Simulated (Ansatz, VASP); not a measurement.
# Two plane-wave programs on SbPd6S

The input INCAR:

```
SYSTEM = SbPd6S
PREC = Accurate
ENCUT = 520
EDIFF = 1E-7
ISMEAR = -1
SIGMA = 0.05
LREAL = .FALSE.
LASPH = .TRUE.
NELM = 100
ALGO = Normal
ISIF = 2
LWAVE = .FALSE.
LCHARG = .FALSE.
GGA = PE
NBANDS = 46
```

Contents of KPOINTS:

```
Automatic mesh
0
G
  7 7 7
  0 0 0
```

The input POSCAR:

```
SbPd6S
1.0
    2.2648899113      1.3076348000      7.2507861790
   -2.2648899113      1.3076348000      7.2507861790
    0.0000000000     -2.6152695999      7.2507861790
Sb Pd S
1 6 1
Direct
    0.5000000000      0.5000000000      0.5000000000
    0.7537570000      0.7537570000      0.7537570000
    0.2462430000      0.2462430000      0.2462430000
    0.3705000000      0.3705000000      0.3705000000
    0.8812590000      0.8812590000      0.8812590000
    0.1187410000      0.1187410000      0.1187410000
    0.6295000000      0.6295000000      0.6295000000
    0.0000000000      0.0000000000      0.0000000000
```

input.yaml

```yaml
crystal:
  lattice:
    - [2.2648899113, 1.3076348, 7.250786179]
    - [-2.2648899113, 1.3076348, 7.250786179]
    - [0.0, -2.6152695999, 7.250786179]
  atoms:
    - { symbol: Sb, position: [0.5, 0.5, 0.5] }
    - { symbol: Pd, position: [0.753757, 0.753757, 0.753757] }
    - { symbol: Pd, position: [0.246243, 0.246243, 0.246243] }
    - { symbol: Pd, position: [0.3705, 0.3705, 0.3705] }
    - { symbol: Pd, position: [0.881259, 0.881259, 0.881259] }
    - { symbol: Pd, position: [0.118741, 0.118741, 0.118741] }
    - { symbol: Pd, position: [0.6295, 0.6295, 0.6295] }
    - { symbol: S, position: [0.0, 0.0, 0.0] }
hamiltonian:
  xc: pbe
  pseudopotentials: { kind: paw }
kpoints:
  mp_grid: { grid: [7, 7, 7] }
scf:
  occupations: { method: fermi_dirac, width: 0.05 }
output:
  forces: true
  stress: true
  eigenvalues: true
```

Alike in both runs: task single point; functional PBE; k mesh 7 × 7 × 7; occupations fermi-dirac, width 0.05 eV; no spin polarisation.

|  | VASP | Ansatz |
| --- | --- | --- |
| version | VASP 6.6.1 | Ansatz 0.2.0 |
| potentials or method | VASP PAW PBE potentials, release 64 (Sb, Pd, S) | Ansatz PAW |
| plane-wave cutoff (eV) | 520 | 420 |
| valence electrons in the cell | 71 | 129 |

|  | VASP | Ansatz | Ansatz less VASP |
| --- | --- | --- | --- |
| gap on the k mesh at the Fermi level (eV) | none | none | - |
| pressure (GPa) | -1.2 | -0.9 | +0.23 |
| traceless stress, the component that is largest in VASP (GPa) | 0.09 | 0.07 | -0.020 |
| rms of the force components (eV/Å) | 0.061 | 0.061 | -0.0001 |

Atom by atom the forces differ by 0.002 eV/Å (rms over components). A gap of «none» marks a metal or a gap that the smearing closes. VASP's potentials hold 71 valence electrons a cell and Ansatz's 129, so a difference there can come from the potentials and not from the codes.

Neither program's run includes spin-orbit coupling.
